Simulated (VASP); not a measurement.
# Cu (C2/c) in VASP: further runs, part 2 of 2

VASP 6.6.1. The steps go on from the part before.

## 4. Single point, PBEsol (atoms displaced along a vibrational mode)

File INCAR:

```
SYSTEM = Cu
ALGO = Fast
EDIFF = 1E-6
ENCUT = 520
GGA = PS
ISIF = 2
ISMEAR = 0
LASPH = .True.
LCHARG = .False.
LREAL = .False.
LWAVE = .False.
NBANDS = 18
NELM = 60
PREC = Accurate
SIGMA = 0.15
```

File KPOINTS:

```
k-points
0
Gamma
  20 20 12
  0 0 0
```

File POSCAR:

```
Cu
1.0
    1.4427933200     -1.4427933200     -1.3760814500
    1.4427933200      1.4427933200     -1.3760814500
    2.8855866400      0.0000000000      2.7521629000
Cu
2
Direct
    0.0649781217     -0.0649781217      0.0000000000
    0.4350218783      0.5649781217      0.5000000000
```

Potentials or basis: VASP PAW PBE potentials, release 64 (Cu).

On the command line:

```bash
$ cat potpaw_PBE.64/Cu/POTCAR > POTCAR
$ mpirun -np 1 vasp_std > vasp.out
```

OUTCAR:

```text
SYSTEM = Cu
   EDIFF = 1E-6
   ENCUT = 520
   GGA = PS
   ISIF = 2
   ISMEAR = 0
   LASPH = .True.
   LREAL = .False.
   NELM = 60
   PREC = Accurate

 ion  position               nearest neighbor table
   1  0.065  0.935  0.000-   2 2.26   2 2.26   2 2.70   2 2.70   2 2.78   2 2.78
   2  0.435  0.565  0.500-   1 2.26   1 2.26   1 2.70   1 2.70   1 2.78   1 2.78

  LATTYP: Found a base centered monoclinic cell.
 ALAT       =     3.9876071628
 B/A-ratio  =     0.7236386440
 C/A-ratio  =     1.0000000000
 COS(beta)  =    -0.0473057741

  Lattice vectors:

 A1 = (  -1.4427933200,   1.4427933200,   1.3760814500)
 A2 = (  -1.4427933200,  -1.4427933200,   1.3760814500)
 A3 = (   2.8855866400,   0.0000000000,   2.7521629000)

Analysis of symmetry for initial positions (statically):
=====================================================================
 Subroutine PRICEL returns:
 Original cell was already a primitive cell.

 Routine SETGRP: Setting up the symmetry group for a
 base centered monoclinic supercell.

 Subroutine GETGRP returns: Found  4 space group operations
 (whereof  2 operations were pure point group operations)
 out of a pool of  4 trial point group operations.

The static configuration has the point symmetry C_2 .
 The point group associated with its full space group is C_2h.

Analysis of symmetry for dynamics (positions and initial velocities):
=====================================================================
 Subroutine PRICEL returns:
 Original cell was already a primitive cell.

 Routine SETGRP: Setting up the symmetry group for a
 base centered monoclinic supercell.

 Subroutine GETGRP returns: Found  4 space group operations
 (whereof  2 operations were pure point group operations)
 out of a pool of  4 trial point group operations.

The dynamic configuration has the point symmetry C_2 .
 The point group associated with its full space group is C_2h.

 Subroutine INISYM returns: Found  4 space group operations
 (whereof  2 operations are pure point group operations),
 and found     1 'primitive' translations

----------------------------------------------------------------------------------------

                                     Primitive cell

  volume of cell :      22.9162

  direct lattice vectors                    reciprocal lattice vectors
     1.442793320 -1.442793320 -1.376081450     0.173274991 -0.346549983 -0.181675293
     1.442793320  1.442793320 -1.376081450     0.173274991  0.346549983 -0.181675293
     2.885586640  0.000000000  2.752162900     0.173274991  0.000000000  0.181675293

  length of vectors
     2.461078074  2.461078074  3.987607163     0.427933435  0.427933435  0.251058030

  position of ions in fractional coordinates (direct lattice)
     0.064978122  0.935021878  0.000000000
     0.435021878  0.564978122  0.500000000

  ion indices of the primitive-cell ions
   primitive index   ion index
                 1           1
                 2           2

----------------------------------------------------------------------------------------

 KPOINTS: k-points

Automatic generation of k-mesh.
 Grid dimensions read from file:
 generate k-points for:   20   20   12

 Generating k-lattice:

  Cartesian coordinates                     Fractional coordinates (reciprocal lattice)
     0.008663750 -0.017327499 -0.009083765     0.050000000 -0.000000000  0.000000000
     0.008663750  0.017327499 -0.009083765    -0.000000000  0.050000000  0.000000000
     0.014439583  0.000000000  0.015139608     0.000000000  0.000000000  0.083333333

  Length of vectors
     0.021396672  0.021396672  0.020921503

  Shift w.r.t. Gamma in fractional coordinates (k-lattice)
     0.000000000  0.000000000  0.000000000

 Subroutine IBZKPT returns following result:
 ===========================================

 Found   1272 irreducible k-points:

 Following reciprocal coordinates:
            Coordinates               Weight
  0.000000  0.000000  0.000000      1.000000
  0.050000 -0.000000  0.000000      4.000000
  0.100000 -0.000000  0.000000      4.000000
  0.150000 -0.000000  0.000000      4.000000
  0.200000 -0.000000  0.000000      4.000000
  0.250000 -0.000000  0.000000      4.000000
[... 16 lines left out ...]
 -0.400000  0.050000 -0.000000      4.000000
 -0.350000  0.050000 -0.000000      4.000000
 [... further k-points ...]
   k-points           NKPTS =   1272   k-points in BZ     NKDIM =   1272   number of bands    NBANDS=     18
   number of dos      NEDOS =    301   number of ions     NIONS =      2
   total plane-waves  NPLWV =   9720
   dimension x,y,z NGX =    18 NGY =   18 NGZ =   30
   dimension x,y,z NGXF=    36 NGYF=   36 NGZF=   60
   ions per type =               2
   NGX,Y,Z   is equivalent  to a cutoff of  12.16, 12.16, 12.51 a.u.
   NGXF,Y,Z  is equivalent  to a cutoff of  24.32, 24.32, 25.01 a.u.
 SYSTEM =  Cu
   PREC   = accura    normal or accurate (medium, high low for compatibility)
   ISTART =      0    job   : 0-new  1-cont  2-samecut
   ICHARG =      2    charge: 1-file 2-atom 10-const
   ISPIN  =      1    spin polarized calculation?
   LNONCOLLINEAR =      F non collinear calculations
   LSORBIT =      F    spin-orbit coupling
   LASPH  =      T    aspherical Exc in radial PAW
   ENCUT  =  520.0 eV  38.22 Ry    6.18 a.u.   4.58  4.58  7.41*2*pi/ulx,y,z
   NELM   =     60;   NELMIN=  2; NELMDL= -5     # of ELM steps
   EDIFF  = 0.1E-05   stopping-criterion for ELM
   LREAL  =      F    real-space projection
   EDIFFG = 0.1E-04   stopping-criterion for IOM
   NSW    =      0    number of steps for IOM
   IBRION =     -1    ionic relax: 0-MD 1-quasi-New 2-CG
   NFREE  =      0    steps in history (QN), initial steepest desc. (CG)
   ISIF   =      2    stress and relaxation
   ISYM   =      2    0-nonsym 1-usesym 2-fastsym
   POTIM  = 0.5000    time-step for ionic-motion
   TEBEG  =    0.0;   TEEND  =   0.0 temperature during run
   PSTRESS=    0.0 pullay stress
   NELECT =      22.0000    total number of electrons
   NUPDOWN=      -1.0000    fix difference up-down
   EMIN   =  10.00;   EMAX   =-10.00  energy-range for DOS
   EFERMI =   0.00;   METHOD = LEGACY
   ISMEAR =     0;   SIGMA  =   0.15  broadening in eV -4-tet -1-fermi 0-gaus
   EFERMI_NEDOS =   21; number of points for ismear=-14 and -15
   IALGO  =     68    algorithm
   IMIX   =      4    mixing-type and parameters
     AMIX     =   0.40;   BMIX     =  1.00
     AMIX_MAG =   1.60;   BMIX_MAG =  1.00
  volume/ion in A,a.u.               =      11.46        77.32
  Fermi-wavevector in a.u.,A,eV,Ry     =   1.614984  3.051878 35.486359  2.608174
  Thomas-Fermi vector in A             =   2.709805
   LORBIT       =      0    0 simple, 1 ext, 2 COOP (PROOUT), +10 PAW based schemes
   GGA     = PS    functional components
   LHFCALC =     F    Hartree Fock is set to
   AEXX    =    0.0000 exact exchange contribution
   IVDW    =     0    specifies the selected vdW correction
   LEPSILON=     F    determine dielectric tensor
   LRPA    =     F    only Hartree local field effects (RPA)
 non-spin polarized calculation
 RMM-DIIS sequential band-by-band and
 Gauss-broadening in eV      SIGMA  =   0.15
  energy-cutoff  :      520.00
  volume of cell :       22.92
 maximum number of plane-waves:       636
   NGX =  9   NGY =  9   NGZ = 15

 number of electron      22.0000021 magnetization

 Free energy of the ion-electron system (eV)
  ---------------------------------------------------
  ext. energy  EPLUGINS =         0.00000000
  ---------------------------------------------------
  free energy    TOTEN  =        -8.29080456 eV

  energy without entropy =       -8.28382353  energy(sigma->0) =       -8.28731404

 E-fermi :   7.7700     XC(G=0): -13.0707

 val. band max:        7.7657677058   @ k =   0.5000   0.3500   0.0833
 cond. band min:       7.7700905676   @ k =   0.5000   0.2500   0.0000
 fundamental gap:      0.0043228618
 Fermi energy:         7.7699771592

 k-point     1 :       0.0000    0.0000    0.0000
  band No.  band energies     occupation
      1      -1.8215      2.00000
      2       2.6943      2.00000
      3       3.8594      2.00000
      4       4.3937      2.00000
      5       4.3963      2.00000
      6       4.6949      2.00000
[... 10 lines left out ...]
     17      30.3672      0.00000
     18      33.2650      0.00000
[... 463 lines left out ...]
 k-point    24 :      -0.3500    0.0500   -0.0000
  band No.  band energies     occupation
      1       1.5903      2.00000
      2       3.5552      2.00000
      3       3.7520      2.00000
      4       4.0526      2.00000
      5       4.2911      2.00000
      6       4.3777      2.00000
[... 10 lines left out ...]
     17      22.6975      0.00000
     18      29.2754      0.00000

 [... further k-points ...]
[... 5 lines left out ...]
  --------------------------------------------------------------------------------------
  -------------------------------------------------------------------------------------
  Total        1.1475870      0.0456516      0.9724987      0.0000000      0.0000000      1.0721551
  in kB       80.2331505      3.1917161     67.9919080      0.0000000      0.0000000     74.9593539
  external PRESSURE =      50.4722582 kB  Pullay stress =       0.0000000 kB

 VOLUME and BASIS-vectors are now :
 -----------------------------------------------------------------------------
  energy-cutoff  :      520.00
  volume of cell :       22.92
      direct lattice vectors                 reciprocal lattice vectors
     1.442793320 -1.442793320 -1.376081450     0.173274991 -0.346549983 -0.181675293
     1.442793320  1.442793320 -1.376081450     0.173274991  0.346549983 -0.181675293
     2.885586640  0.000000000  2.752162900     0.173274991  0.000000000  0.181675293

 POSITION                                       TOTAL-FORCE (eV/Angst)
 -----------------------------------------------------------------------------------
      1.44279      1.25529     -1.37608         0.000000      1.336316      0.000000
      2.88559      0.18750      0.00000        -0.000000     -1.336316     -0.000000
 -----------------------------------------------------------------------------------
    total drift:                                0.000000      0.000000     -0.000000

  FREE ENERGIE OF THE ION-ELECTRON SYSTEM (eV)
  ---------------------------------------------------
  free  energy   TOTEN  =        -8.2908045585 eV

  energy  without entropy=       -8.2838235301  energy(sigma->0) =       -8.28731404
```

stdout:

```text
POSCAR found type information on POSCAR Cu
 POSCAR found :  1 types and       2 ions
 scaLAPACK will be used
 -----------------------------------------------------------------------------
|                                                                             |
|                                                                             |
|     You enforced a specific xc type in the INCAR file but a different       |
|     I HOPE YOU KNOW WHAT YOU ARE DOING!                                     |
|                                                                             |
 -----------------------------------------------------------------------------

 LDA part: xc-table for (Slater+PW92), standard interpolation
 POSCAR, INCAR and KPOINTS ok, starting setup
 FFT: planning ... GRIDC
 FFT: planning ... GRID_SOFT
 FFT: planning ... GRID
 WAVECAR not read
 entering main loop
WARNING in EDDRMM: call to ZHEGV failed, returncode =   6  3     15
```

Run time: 3.3 min. Hardware: 1 thread of Intel Xeon 6975P-C (Granite Rapids), shared host; peak memory 0.49 GiB.

Results:

| Item | Value |
| --- | --- |
| Free energy | -8.2908 eV |
| Pressure | 5.0 GPa |
| Largest force | 1.336 eV/Å |
| Band gap on the k mesh | zero (bands 11 and 12 overlap by 6.47 eV) |

Forces on the atoms (eV/Å):
```
Cu   0.000  1.336  0.000
Cu   0.000 -1.336  0.000
```

Caveat: the cell differs from its parent crystal (atoms displaced along a vibrational mode); the stress differs along the axes, from 0 to 8 GPa; the PAW data sets were made with another functional, which shifts forces and pressure a little.

## 5. The runs side by side

| cell | further INCAR settings | gap on the mesh (eV) | pressure (GPa) | largest force (eV/Å) |
| --- | --- | --- | --- | --- |
| as given, atomic positions A | ALGO = Fast; EDIFF = 1e-07; NBANDS = 18 | none | 0.3 | 0.54 |
| as given, atomic positions B | ALGO = Fast; EDIFF = 1e-06; NBANDS = 18 | none | 9.6 | 1.80 |
| as given, atomic positions C | ALGO = Fast; EDIFF = 1e-06; NBANDS = 18 | none | 5.0 | 1.34 |

Alike in all rows: task single point; level PBEsol; potentials or basis VASP PAW PBE potentials, release 64 (Cu); no spin polarisation; k mesh 20 × 20 × 12; cutoff (eV) 520; smearing gaussian 0.15 eV.

Caveats: the PAW data sets were made with another functional, which shifts forces and pressure a little; the stress differs along the axes, from -0 to 16 GPa (at least some runs); the stress differs along the axes, from 0 to 8 GPa (at least some runs).

Total energies depend on the potentials used, so only differences within one code and one set of settings carry meaning.
